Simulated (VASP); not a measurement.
Wanted: the native input for a VASP 6.6.1 run.

- Task: single point
- Functional: PBE
- Potentials or basis: VASP PAW PBE potentials, release 64 (Ti_sv, N)
- Cutoff: 520 eV
- k mesh: 12 × 12 × 1
- Occupations: fermi-dirac, width 0.08 eV
- Spin: no spin polarisation
- Dipole correction: yes
- Further INCAR settings: ALGO = Normal; EDIFF = 1e-07; NBANDS = 16

The structure of TiN (TiN (100), 1 layers) lies in POSCAR:

```
TiN
1.0
    3.0032769433      0.0000000000      0.0000000000
    0.0000000000      3.0032769433      0.0000000000
    0.0000000000      0.0000000000     13.0000000000
Ti N
1 1
Direct
    0.2500000000      0.2500000000      0.5000000000
    0.7500000000      0.7500000000      0.5000000000
```

One way to write it, as run:

INCAR

```
ALGO     = Normal         # electronic algorithm
DIPOL    = 0.5 0.5 0.500
EDIFF    = 1E-7           # SCF threshold, eV
ENCUT    = 520            # plane-wave cutoff, eV
GGA      = PE             # functional
IDIPOL   = 3            
ISIF     = 2              # what is computed and relaxed
ISMEAR   = -1             # smearing method
LASPH    = T              # aspherical terms in the spheres
LCHARG   = T              # write CHGCAR
LDIPOL   = T            
LELF     = T              # ELF
LREAL    = F              # projectors in reciprocal space
LVACPOTAV= T            
LVHAR    = T            
LWAVE    = F              # write WAVECAR
NBANDS   = 16             # bands
NELM     = 80             # most SCF steps
PREC     = Accurate       # precision mode
SIGMA    = 0.08           # smearing width, eV
```

KPOINTS

```
k-points
0
Gamma
  12 12 1
```

Potentials or basis: VASP PAW PBE potentials, release 64 (Ti_sv, N).

The run is started by

```console
$ cat potpaw_PBE.64/Ti_sv/POTCAR potpaw_PBE.64/N/POTCAR > POTCAR
$ mpirun -np 1 vasp_std > vasp.out
```

Run time: 32 s on 1 thread of Intel(R) Xeon(R) 6975P-C (Granite Rapids), with other jobs on the host, peak memory 0.24 GiB.
